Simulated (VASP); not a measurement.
# InSb (P4/mmm) in VASP: further runs, part 2 of 2

VASP 6.6.1.

### 4 Single point, PBE (strain +0.030 along x and y, +0.030 along z)

INCAR

```
ALGO = Normal
EDIFF = 1E-6
ENCUT = 520
GGA = PE
ISIF = 2
ISMEAR = 0
LASPH = True
LCHARG = True
LELF = True
LREAL = False
LVHAR = True
LWAVE = False
NBANDS = 16
NELM = 60
PREC = Accurate
SIGMA = 0.15
```

KPOINTS

```
k-points
0
Gamma
  16 16 8
```

POSCAR

```
InSb
1.0
    3.1689556800      0.0000000000      0.0000000000
    0.0000000000      3.1689556800      0.0000000000
    0.0000000000      0.0000000000      6.4019341000
In Sb
1 1
Direct
    0.0000000000      0.0000000000      0.0000000000
    0.0000000000      0.0000000000      0.5000000000
```

Potentials or basis: VASP PAW PBE potentials, release 64 (In_d, Sb).

Run with:

```bash
$ cat potpaw_PBE.64/In_d/POTCAR potpaw_PBE.64/Sb/POTCAR > POTCAR
$ mpirun -np 1 vasp_std > vasp.out
```

OUTCAR:

```text
EDIFF = 1E-6
   ENCUT = 520
   GGA = PE
   ISIF = 2
   ISMEAR = 0
   LASPH = True
   LREAL = False
   NELM = 60
   PREC = Accurate

 ion  position               nearest neighbor table
   1  0.000  0.000  0.000-   2 3.20   2 3.20
   2  0.000  0.000  0.500-   1 3.20   1 3.20

  LATTYP: Found a simple tetragonal cell.
 ALAT       =     3.1689556800
 C/A-ratio  =     2.0202031036

  Lattice vectors:

 A1 = (   3.1689556800,   0.0000000000,   0.0000000000)
 A2 = (   0.0000000000,   3.1689556800,   0.0000000000)
 A3 = (   0.0000000000,   0.0000000000,   6.4019341000)

Analysis of symmetry for initial positions (statically):
=====================================================================
 Subroutine PRICEL returns:
 Original cell was already a primitive cell.

 Routine SETGRP: Setting up the symmetry group for a
 simple tetragonal supercell.

 Subroutine GETGRP returns: Found 16 space group operations
 (whereof 16 operations were pure point group operations)
 out of a pool of 16 trial point group operations.

The static configuration has the point symmetry D_4h.

Analysis of symmetry for dynamics (positions and initial velocities):
=====================================================================
 Subroutine PRICEL returns:
 Original cell was already a primitive cell.

 Routine SETGRP: Setting up the symmetry group for a
 simple tetragonal supercell.

 Subroutine GETGRP returns: Found 16 space group operations
 (whereof 16 operations were pure point group operations)
 out of a pool of 16 trial point group operations.

The dynamic configuration has the point symmetry D_4h.

 Subroutine INISYM returns: Found 16 space group operations
 (whereof 16 operations are pure point group operations),
 and found     1 'primitive' translations

----------------------------------------------------------------------------------------

                                     Primitive cell

  volume of cell :      64.2900

  direct lattice vectors                    reciprocal lattice vectors
     3.168955680  0.000000000  0.000000000     0.315561371  0.000000000  0.000000000
     0.000000000  3.168955680  0.000000000     0.000000000  0.315561371  0.000000000
     0.000000000  0.000000000  6.401934100     0.000000000  0.000000000  0.156202795

  length of vectors
     3.168955680  3.168955680  6.401934100     0.315561371  0.315561371  0.156202795

  position of ions in fractional coordinates (direct lattice)
     0.000000000  0.000000000  0.000000000
     0.000000000  0.000000000  0.500000000

  ion indices of the primitive-cell ions
   primitive index   ion index
                 1           1
                 2           2

----------------------------------------------------------------------------------------

 KPOINTS: k-points

Automatic generation of k-mesh.
 Grid dimensions read from file:
 generate k-points for:   16   16    8

 Generating k-lattice:

  Cartesian coordinates                     Fractional coordinates (reciprocal lattice)
     0.019722586  0.000000000  0.000000000     0.062500000  0.000000000  0.000000000
     0.000000000  0.019722586  0.000000000     0.000000000  0.062500000  0.000000000
     0.000000000  0.000000000  0.019525349     0.000000000  0.000000000  0.125000000

  Length of vectors
     0.019722586  0.019722586  0.019525349

  Shift w.r.t. Gamma in fractional coordinates (k-lattice)
     0.000000000  0.000000000  0.000000000

 Subroutine IBZKPT returns following result:
 ===========================================

 Found    225 irreducible k-points:

 Following reciprocal coordinates:
            Coordinates               Weight
  0.000000  0.000000  0.000000      1.000000
  0.062500  0.000000  0.000000      4.000000
  0.125000  0.000000  0.000000      4.000000
  0.187500  0.000000  0.000000      4.000000
  0.250000  0.000000  0.000000      4.000000
  0.312500  0.000000  0.000000      4.000000
[... 16 lines left out ...]
  0.437500  0.125000  0.000000      8.000000
  0.500000  0.125000  0.000000      4.000000
 [... further k-points ...]
   k-points           NKPTS =    225   k-points in BZ     NKDIM =    225   number of bands    NBANDS=     16
   number of dos      NEDOS =    301   number of ions     NIONS =      2
   total plane-waves  NPLWV =  27648
   dimension x,y,z NGX =    24 NGY =   24 NGZ =   48
   dimension x,y,z NGXF=    48 NGYF=   48 NGZF=   96
   ions per type =               1   1
   NGX,Y,Z   is equivalent  to a cutoff of  12.59, 12.59, 12.46 a.u.
   NGXF,Y,Z  is equivalent  to a cutoff of  25.18, 25.18, 24.93 a.u.
 SYSTEM =  unknown system
   PREC   = accura    normal or accurate (medium, high low for compatibility)
   ISTART =      0    job   : 0-new  1-cont  2-samecut
   ICHARG =      2    charge: 1-file 2-atom 10-const
   ISPIN  =      1    spin polarized calculation?
   LNONCOLLINEAR =      F non collinear calculations
   LSORBIT =      F    spin-orbit coupling
   LASPH  =      T    aspherical Exc in radial PAW
   ENCUT  =  520.0 eV  38.22 Ry    6.18 a.u.   5.89  5.89 11.90*2*pi/ulx,y,z
   NELM   =     60;   NELMIN=  2; NELMDL= -5     # of ELM steps
   EDIFF  = 0.1E-05   stopping-criterion for ELM
   LREAL  =      F    real-space projection
   EDIFFG = 0.1E-04   stopping-criterion for IOM
   NSW    =      0    number of steps for IOM
   IBRION =     -1    ionic relax: 0-MD 1-quasi-New 2-CG
   NFREE  =      0    steps in history (QN), initial steepest desc. (CG)
   ISIF   =      2    stress and relaxation
   ISYM   =      2    0-nonsym 1-usesym 2-fastsym
   POTIM  = 0.5000    time-step for ionic-motion
   TEBEG  =    0.0;   TEEND  =   0.0 temperature during run
   PSTRESS=    0.0 pullay stress
   NELECT =      18.0000    total number of electrons
   NUPDOWN=      -1.0000    fix difference up-down
   EMIN   =  10.00;   EMAX   =-10.00  energy-range for DOS
   EFERMI =   0.00;   METHOD = LEGACY
   ISMEAR =     0;   SIGMA  =   0.15  broadening in eV -4-tet -1-fermi 0-gaus
   EFERMI_NEDOS =   21; number of points for ismear=-14 and -15
   IALGO  =     38    algorithm
   IMIX   =      4    mixing-type and parameters
     AMIX     =   0.40;   BMIX     =  1.00
     AMIX_MAG =   1.60;   BMIX_MAG =  1.00
  volume/ion in A,a.u.               =      32.15       216.93
  Fermi-wavevector in a.u.,A,eV,Ry     =   1.070988  2.023873 15.606082  1.147015
  Thomas-Fermi vector in A             =   2.206714
   LORBIT       =      0    0 simple, 1 ext, 2 COOP (PROOUT), +10 PAW based schemes
   GGA     = PE    functional components
   LHFCALC =     F    Hartree Fock is set to
   AEXX    =    0.0000 exact exchange contribution
   IVDW    =     0    specifies the selected vdW correction
   LEPSILON=     F    determine dielectric tensor
   LRPA    =     F    only Hartree local field effects (RPA)
 non-spin polarized calculation
 Gauss-broadening in eV      SIGMA  =   0.15
  energy-cutoff  :      520.00
  volume of cell :       64.29
 maximum number of plane-waves:      1784
 NGX is ok and might be reduce to    24
   NGX = 11   NGY = 11   NGZ = 23

 number of electron      18.0000015 magnetization

 Free energy of the ion-electron system (eV)
  ---------------------------------------------------
  ext. energy  EPLUGINS =         0.00000000
  ---------------------------------------------------
  free energy    TOTEN  =        -6.55200086 eV

  energy without entropy =       -6.54173544  energy(sigma->0) =       -6.54686815

 E-fermi :   5.7125     XC(G=0):  -9.2643

 val. band max:        5.7047075837   @ k =   0.2500   0.2500   0.0000
 cond. band min:       5.7215258794   @ k =   0.5000   0.5000   0.0000
 fundamental gap:      0.0168182957
 Fermi energy:         5.7124624216

 k-point     1 :       0.0000    0.0000    0.0000
  band No.  band energies     occupation
      1      -9.1127      2.00000
      2      -8.9160      2.00000
      3      -8.6465      2.00000
      4      -8.6465      2.00000
      5      -8.5873      2.00000
      6      -5.2980      2.00000
[... 8 lines left out ...]
     15      13.9371      0.00000
     16      14.5822      0.00000

 k-point     2 :       0.0625    0.0000    0.0000
  band No.  band energies     occupation
      1      -9.1016      2.00000
      2      -8.9098      2.00000
      3      -8.6537      2.00000
      4      -8.6460      2.00000
      5      -8.5928      2.00000
      6      -5.2440      2.00000
[... 8 lines left out ...]
     15      14.0612      0.00000
     16      14.9427      0.00000
[... 387 lines left out ...]
      5      -8.6130      2.00000
      6      -2.9492      2.00000
[... 8 lines left out ...]
     15      14.5982      0.00000
     16      16.5264      0.00000

 k-point    24 :       0.5000    0.1250    0.0000
  band No.  band energies     occupation
      1      -8.9046      2.00000
      2      -8.8240      2.00000
      3      -8.7603      2.00000
      4      -8.6564      2.00000
      5      -8.5977      2.00000
      6      -2.7797      2.00000
[... 8 lines left out ...]
     15      14.5403      0.00000
     16      16.9699      0.00000

 [... further k-points ...]
[... 5 lines left out ...]
  --------------------------------------------------------------------------------------
  -------------------------------------------------------------------------------------
  Total       -1.1372315     -1.1372315     -1.0701159      0.0000000      0.0000000     -0.0000000
  in kB      -28.3410486    -28.3410486    -26.6684563      0.0000000      0.0000000     -0.0000000
  external PRESSURE =     -27.7835178 kB  Pullay stress =       0.0000000 kB

 VOLUME and BASIS-vectors are now :
 -----------------------------------------------------------------------------
  energy-cutoff  :      520.00
  volume of cell :       64.29
      direct lattice vectors                 reciprocal lattice vectors
     3.168955680  0.000000000  0.000000000     0.315561371  0.000000000  0.000000000
     0.000000000  3.168955680  0.000000000     0.000000000  0.315561371  0.000000000
     0.000000000  0.000000000  6.401934100     0.000000000  0.000000000  0.156202795

 POSITION                                       TOTAL-FORCE (eV/Angst)
 -----------------------------------------------------------------------------------
      0.00000      0.00000      0.00000         0.000000      0.000000      0.000000
      0.00000      0.00000      3.20097         0.000000      0.000000      0.000000
 -----------------------------------------------------------------------------------
    total drift:                                0.000000     -0.000000     -0.000000

  FREE ENERGIE OF THE ION-ELECTRON SYSTEM (eV)
  ---------------------------------------------------
  free  energy   TOTEN  =        -6.5520008619 eV

  energy  without entropy=       -6.5417354446  energy(sigma->0) =       -6.54686815
```

stdout:

```text
POSCAR found type information on POSCAR InSb
 POSCAR found :  2 types and       2 ions
 scaLAPACK will be used
 LDA part: xc-table for (Slater+PW92), standard interpolation
 POSCAR, INCAR and KPOINTS ok, starting setup
 FFT: planning ... GRIDC
 FFT: planning ... GRID_SOFT
 FFT: planning ... GRID
 WAVECAR not read
 entering main loop
```

Run time: 3.5 min. Hardware: 1 thread of Intel Xeon 8259CL, shared host; peak memory 0.37 GiB.

What came out:

```yaml
Free_energy: -6.5520 eV
Pressure: -2.8 GPa
Band_gap_on_the_k_mesh: zero (bands 9 and 10 overlap by 5.38 eV)
```

Caveat: the cell differs from its parent crystal (strain +0.030 along x and y, +0.030 along z); spin-orbit coupling is left out, which moves the levels of the heavy elements.

### 5 The runs side by side

| cell | gap on the mesh (eV) | pressure (GPa) |
| --- | --- | --- |
| a = 3.169, b = 3.169, c = 6.029 Å, 2 atoms | none | -0.5 |
| a = 3.169, b = 3.169, c = 6.215 Å, 2 atoms | none | -1.8 |
| a = 3.169, b = 3.169, c = 6.402 Å, 2 atoms | none | -2.8 |

Alike in all rows: task single point; level PBE; potentials or basis VASP PAW PBE potentials, release 64 (In_d, Sb); no spin polarisation; k mesh 16 × 16 × 8; cutoff (eV) 520; smearing gaussian 0.15 eV.

Caveats: spin-orbit coupling is left out, which moves the levels of the heavy elements.

Total energies depend on the potentials used, so only differences within one code and one set of settings carry meaning.
